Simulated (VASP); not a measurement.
Write the native input for VASP 6.6.1 that does the following.

* Task: single point
* Functional: PBE
* Potentials or basis: VASP PAW PBE potentials, release 64 (Zr_sv, B)
* Cutoff: 520 eV
* k mesh: 11 × 11 × 9
* Occupations: fermi-dirac, width 0.05 eV
* Spin: no spin polarisation
* Dipole correction: no
* Further INCAR settings: ALGO = Normal; EDIFF = 1e-06; NBANDS = 16

The structure of ZrB2 lies in POSCAR:

```
ZrB2
1.0
    3.1675246616      0.0000000000      0.0000000000
   -1.5837623308      2.7431568240      0.0000000000
    0.0000000000      0.0000000000      3.5523880600
Zr B
1 2
Direct
    0.0000000000      0.0000000000      0.0000000000
    0.3333333333      0.6666666667      0.5000000000
    0.6666666667      0.3333333333      0.5000000000
```

One way to write it, as run:

INCAR

```
PREC     = Accurate       # precision mode
ENCUT    = 520            # plane-wave cutoff, eV
EDIFF    = 1E-6           # SCF threshold, eV
ISMEAR   = -1             # smearing method
SIGMA    = 0.05           # smearing width, eV
LREAL    = False          # projectors in reciprocal space
LASPH    = True           # aspherical terms in the spheres
NELM     = 60             # most SCF steps
ALGO     = Normal         # electronic algorithm
ISIF     = 2              # what is computed and relaxed
LWAVE    = False          # write WAVECAR
LCHARG   = False          # write CHGCAR
GGA      = PE             # functional
NBANDS   = 16             # bands
```

KPOINTS

```
regular mesh
0
Gamma
  11 11 9
```

Potentials or basis: VASP PAW PBE potentials, release 64 (Zr_sv, B).

Run with:

```bash
$ cat potpaw_PBE.64/Zr_sv/POTCAR potpaw_PBE.64/B/POTCAR > POTCAR
$ mpirun -np 1 vasp_std > vasp.out
```

It gave:

* Pressure: 0.0 GPa
* Band gap on the k mesh: zero (band 9 reaches 11.29 eV, above the bottom of band 10 at 10.01 eV)

Run time: 18 s on 1 thread of AMD EPYC 9R45 96-Core Processor (Zen 5), on a shared host, peak memory 0.14 GiB.
